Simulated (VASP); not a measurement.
# Pd (P6_3/mmc) in VASP: a series of runs

Runs on Pd. Level: LDA. Tasks: single point.

All numbers are computed with VASP 6.6.1; they aren't measurements. Logs are shortened: lines on timing, memory, paths and dates and some standing lists are left out, and cuts for length are marked.

## (1) The cell of the first run

The structure is hexagonal, space group P6_3/mmc (No. 194). Conventional cell: a = 2.617 Å, b = 2.617 Å, c = 4.410 Å, α = 90.00°, β = 90.00°, γ = 120.00°. Pd (site symmetry -6m2) has 12 Pd at 2.62 to 2.67 Å within 3.5 Å.

This isn't the form of Pd at room conditions, which is fcc.

## (2) Single point, LDA, collinear spin (13.07 Å³/atom)

Contents of INCAR:

```
SYSTEM = Pd
  ALGO = Normal
  EDIFF = 1E-6
  ENCUT = 520
  GGA = CA
  ISIF = 2
  ISMEAR = -1
  ISPIN = 2
  LASPH = .TRUE.
  LCHARG = .TRUE.
  LELF = .TRUE.
  LMAXMIX = 4
  LORBIT = 11
  LREAL = .FALSE.
  LVHAR = .TRUE.
  LWAVE = .FALSE.
  MAGMOM = 0.5 0.5
  NBANDS = 21
  NELM = 150
  PREC = Accurate
  SIGMA = 0.05
```

Contents of KPOINTS:

```
k-points
0
G
  15 15 8
  0 0 0
```

Contents of POSCAR:

```
Pd
1.0
    2.6165291088      0.0000000000      0.0000000000
   -1.3082645544      2.2659806780      0.0000000000
    0.0000000000      0.0000000000      4.4100444563
Pd
2
Direct
    0.3333333333      0.6666666667      0.2500000000
    0.6666666667      0.3333333333      0.7500000000
```

Potentials or basis: VASP PAW LDA potentials, release 64 (Pd).

Launch:

```sh
cat potpaw_LDA.64/Pd/POTCAR > POTCAR
mpirun -np 1 vasp_std > vasp.out
```

OUTCAR:

```text
SYSTEM = Pd
   EDIFF = 1E-6
   ENCUT = 520
   GGA = CA
   ISIF = 2
   ISMEAR = -1
   ISPIN = 2
   LASPH = .TRUE.
   LORBIT = 11
   LREAL = .FALSE.
   NELM = 150
   PREC = Accurate

 ion  position               nearest neighbor table
   1  0.333  0.667  0.250-   2 2.67   2 2.67   2 2.67   2 2.67   2 2.67   2 2.67
   2  0.667  0.333  0.750-   1 2.67   1 2.67   1 2.67   1 2.67   1 2.67   1 2.67

  LATTYP: Found a hexagonal cell.
 ALAT       =     2.6165291088
 C/A-ratio  =     1.6854559124

  Lattice vectors:

 A1 = (   2.6165291088,   0.0000000000,   0.0000000000)
 A2 = (  -1.3082645544,   2.2659806780,   0.0000000000)
 A3 = (   0.0000000000,   0.0000000000,   4.4100444563)

Analysis of symmetry for initial positions (statically):
=====================================================================
 Subroutine PRICEL returns:
 Original cell was already a primitive cell.

 Routine SETGRP: Setting up the symmetry group for a
 hexagonal supercell.

 Subroutine GETGRP returns: Found 24 space group operations
 (whereof 12 operations were pure point group operations)
 out of a pool of 24 trial point group operations.

The static configuration has the point symmetry D_3d.
 The point group associated with its full space group is D_6h.

Analysis of symmetry for dynamics (positions and initial velocities):
=====================================================================
 Subroutine PRICEL returns:
 Original cell was already a primitive cell.

 Routine SETGRP: Setting up the symmetry group for a
 hexagonal supercell.

 Subroutine GETGRP returns: Found 24 space group operations
 (whereof 12 operations were pure point group operations)
 out of a pool of 24 trial point group operations.

The dynamic configuration has the point symmetry D_3d.
 The point group associated with its full space group is D_6h.

Analysis of structural, dynamic, and magnetic symmetry:
=====================================================================
 Subroutine PRICEL returns:
 Original cell was already a primitive cell.

 Routine SETGRP: Setting up the symmetry group for a
 hexagonal supercell.

 Subroutine GETGRP returns: Found 24 space group operations
 (whereof 12 operations were pure point group operations)
 out of a pool of 24 trial point group operations.

The overall configuration has the point symmetry D_3d.
 The point group associated with its full space group is D_6h.

 Subroutine INISYM returns: Found 24 space group operations
 (whereof 12 operations are pure point group operations),
 and found     1 'primitive' translations

----------------------------------------------------------------------------------------

                                     Primitive cell

  volume of cell :      26.1472

  direct lattice vectors                    reciprocal lattice vectors
     2.616529109  0.000000000  0.000000000     0.382185697  0.220655015  0.000000000
    -1.308264554  2.265980678  0.000000000     0.000000000  0.441310030  0.000000000
     0.000000000  0.000000000  4.410044456     0.000000000  0.000000000  0.226755084

  length of vectors
     2.616529109  2.616529109  4.410044456     0.441310030  0.441310030  0.226755084

  position of ions in fractional coordinates (direct lattice)
     0.333333333  0.666666667  0.250000000
     0.666666667  0.333333333  0.750000000

  ion indices of the primitive-cell ions
   primitive index   ion index
                 1           1
                 2           2

----------------------------------------------------------------------------------------

 KPOINTS: k-points

Automatic generation of k-mesh.
 Grid dimensions read from file:
 generate k-points for:   15   15    8

 Generating k-lattice:

  Cartesian coordinates                     Fractional coordinates (reciprocal lattice)
     0.025479046  0.014710334  0.000000000     0.066666667 -0.000000000  0.000000000
     0.000000000  0.029420669  0.000000000     0.000000000  0.066666667  0.000000000
     0.000000000  0.000000000  0.028344385     0.000000000  0.000000000  0.125000000

  Length of vectors
     0.029420669  0.029420669  0.028344385

  Shift w.r.t. Gamma in fractional coordinates (k-lattice)
     0.000000000  0.000000000  0.000000000

 Subroutine IBZKPT returns following result:
 ===========================================

 Found    135 irreducible k-points:

 Following reciprocal coordinates:
            Coordinates               Weight
  0.000000  0.000000  0.000000      1.000000
  0.066667  0.000000  0.000000      6.000000
  0.133333  0.000000  0.000000      6.000000
  0.200000  0.000000  0.000000      6.000000
  0.266667  0.000000  0.000000      6.000000
  0.333333  0.000000  0.000000      6.000000
[... 16 lines left out ...]
  0.333333  0.200000  0.000000     12.000000
  0.400000  0.200000  0.000000      6.000000
 [... further k-points ...]
   k-points           NKPTS =    135   k-points in BZ     NKDIM =    135   number of bands    NBANDS=     21
   number of dos      NEDOS =    301   number of ions     NIONS =      2
   total plane-waves  NPLWV =  14400
   dimension x,y,z NGX =    20 NGY =   20 NGZ =   36
   dimension x,y,z NGXF=    40 NGYF=   40 NGZF=   72
   ions per type =               2
   NGX,Y,Z   is equivalent  to a cutoff of  12.71, 12.71, 13.57 a.u.
   NGXF,Y,Z  is equivalent  to a cutoff of  25.41, 25.41, 27.14 a.u.
 SYSTEM =  Pd
   PREC   = accura    normal or accurate (medium, high low for compatibility)
   ISTART =      0    job   : 0-new  1-cont  2-samecut
   ICHARG =      2    charge: 1-file 2-atom 10-const
   ISPIN  =      2    spin polarized calculation?
   LNONCOLLINEAR =      F non collinear calculations
   LSORBIT =      F    spin-orbit coupling
   LASPH  =      T    aspherical Exc in radial PAW
   ENCUT  =  520.0 eV  38.22 Ry    6.18 a.u.   4.87  4.87  8.20*2*pi/ulx,y,z
   NELM   =    150;   NELMIN=  2; NELMDL= -5     # of ELM steps
   EDIFF  = 0.1E-05   stopping-criterion for ELM
   LREAL  =      F    real-space projection
   EDIFFG = 0.1E-04   stopping-criterion for IOM
   NSW    =      0    number of steps for IOM
   IBRION =     -1    ionic relax: 0-MD 1-quasi-New 2-CG
   NFREE  =      0    steps in history (QN), initial steepest desc. (CG)
   ISIF   =      2    stress and relaxation
   ISYM   =      2    0-nonsym 1-usesym 2-fastsym
   POTIM  = 0.5000    time-step for ionic-motion
   TEBEG  =    0.0;   TEEND  =   0.0 temperature during run
   PSTRESS=    0.0 pullay stress
   NELECT =      20.0000    total number of electrons
   NUPDOWN=      -1.0000    fix difference up-down
   EMIN   =  10.00;   EMAX   =-10.00  energy-range for DOS
   EFERMI =   0.00;   METHOD = LEGACY
   ISMEAR =    -1;   SIGMA  =   0.05  broadening in eV -4-tet -1-fermi 0-gaus
   EFERMI_NEDOS =   21; number of points for ismear=-14 and -15
   IALGO  =     38    algorithm
   IMIX   =      4    mixing-type and parameters
     AMIX     =   0.40;   BMIX     =  1.00
     AMIX_MAG =   1.60;   BMIX_MAG =  1.00
  volume/ion in A,a.u.               =      13.07        88.22
  Fermi-wavevector in a.u.,A,eV,Ry     =   1.497189  2.829277 30.498472  2.241574
  Thomas-Fermi vector in A             =   2.609109
   LORBIT       =     11    0 simple, 1 ext, 2 COOP (PROOUT), +10 PAW based schemes
   GGA     = CA    functional components
   LHFCALC =     F    Hartree Fock is set to
   AEXX    =    0.0000 exact exchange contribution
   IVDW    =     0    specifies the selected vdW correction
   LEPSILON=     F    determine dielectric tensor
   LRPA    =     F    only Hartree local field effects (RPA)
 spin polarized calculation
  energy-cutoff  :      520.00
  volume of cell :       26.15
 maximum number of plane-waves:       726
 NGX is ok and might be reduce to    20
   NGX =  9   NGY =  9   NGZ = 17

 number of electron      20.0000007 magnetization       0.0063164

 Free energy of the ion-electron system (eV)
  ---------------------------------------------------
  ext. energy  EPLUGINS =         0.00000000
  ---------------------------------------------------
  free energy    TOTEN  =       -12.77497573 eV

  energy without entropy =      -12.73994134  energy(sigma->0) =      -12.75745854

 E-fermi :  11.8261     XC(G=0): -14.2641

 val. band max:       11.8240014545   @ k =   0.2000   0.2000   0.3750
 cond. band min:      11.8308999822   @ k =   0.3333   0.1333   0.5000
 fundamental gap:      0.0068985277
 Fermi energy:        11.8261382215

 spin component 1

 k-point     1 :       0.0000    0.0000    0.0000
  band No.  band energies     occupation
      1       3.5924      1.00000
      2       5.4111      1.00000
      3       8.1022      1.00000
      4       8.4373      1.00000
      5       8.4373      1.00000
      6       8.8594      1.00000
[... 13 lines left out ...]
     20      37.0164      0.00000
     21      37.1741      0.00000
[... 529 lines left out ...]
 k-point    24 :       0.4000    0.2000    0.0000
  band No.  band energies     occupation
      1       6.1880      1.00000
      2       6.3664      1.00000
      3       6.8123      1.00000
      4       8.2240      1.00000
      5       8.4335      1.00000
      6       8.5123      1.00000
[... 13 lines left out ...]
     20      37.1541      0.00000
     21      37.1941      0.00000

 [... further k-points ...]

 spin component 2

 k-point     1 :       0.0000    0.0000    0.0000
  band No.  band energies     occupation
      1       3.5929      1.00000
      2       5.4124      1.00000
      3       8.1040      1.00000
      4       8.4392      1.00000
      5       8.4392      1.00000
      6       8.8613      1.00000
[... 13 lines left out ...]
     20      37.0169      0.00000
     21      37.1728      0.00000
[... 529 lines left out ...]
 k-point    24 :       0.4000    0.2000    0.0000
  band No.  band energies     occupation
      1       6.1894      1.00000
      2       6.3680      1.00000
      3       6.8137      1.00000
      4       8.2256      1.00000
      5       8.4349      1.00000
      6       8.5138      1.00000
[... 13 lines left out ...]
     20      37.1584      0.00000
     21      37.1984      0.00000

 [... further k-points ...]
[... 5 lines left out ...]
  --------------------------------------------------------------------------------------
  -------------------------------------------------------------------------------------
  Total        4.0002915      4.0002915      3.6797434      0.0000000      0.0000000      0.0000000
  in kB      245.1192847    245.1192847    225.4775850      0.0000000      0.0000000      0.0000000
  external PRESSURE =     238.5720515 kB  Pullay stress =       0.0000000 kB

 VOLUME and BASIS-vectors are now :
 -----------------------------------------------------------------------------
  energy-cutoff  :      520.00
  volume of cell :       26.15
      direct lattice vectors                 reciprocal lattice vectors
     2.616529109  0.000000000  0.000000000     0.382185697  0.220655015  0.000000000
    -1.308264554  2.265980678  0.000000000     0.000000000  0.441310030  0.000000000
     0.000000000  0.000000000  4.410044456     0.000000000  0.000000000  0.226755084

 POSITION                                       TOTAL-FORCE (eV/Angst)
 -----------------------------------------------------------------------------------
     -0.00000      1.51065      1.10251        -0.000000     -0.000000     -0.000000
      1.30826      0.75533      3.30753         0.000000      0.000000      0.000000
 -----------------------------------------------------------------------------------
    total drift:                                0.000000     -0.000000      0.000000

  FREE ENERGIE OF THE ION-ELECTRON SYSTEM (eV)
  ---------------------------------------------------
  free  energy   TOTEN  =       -12.7749757300 eV

  energy  without entropy=      -12.7399413432  energy(sigma->0) =      -12.75745854

 total charge

# of ion       s       p       d       tot
------------------------------------------
    1        0.556   0.624   8.561   9.741
    2        0.556   0.624   8.561   9.741
--------------------------------------------------
tot          1.112   1.247  17.123  19.482

 magnetization (x)

# of ion       s       p       d       tot
------------------------------------------
    1       -0.000  -0.000   0.002   0.002
    2       -0.000  -0.000   0.002   0.002
--------------------------------------------------
tot         -0.000  -0.000   0.004   0.004
```

Run time: 54 s. Hardware: 1 thread of Intel Xeon 6975P-C (Granite Rapids), shared host; peak memory 0.21 GiB.

What came out:

| Quantity | Value |
| --- | --- |
| Free energy | -12.7750 eV |
| Pressure | 23.9 GPa |
| Band gap on the k mesh | zero (filled and empty bands overlap) |
| Net moment | 0.01 μB per cell |
| Valence electrons inside the program's atomic spheres | Pd 9.74 |

Caveat: the cell stands under pressure.

(Continued in part 2 of 2.)
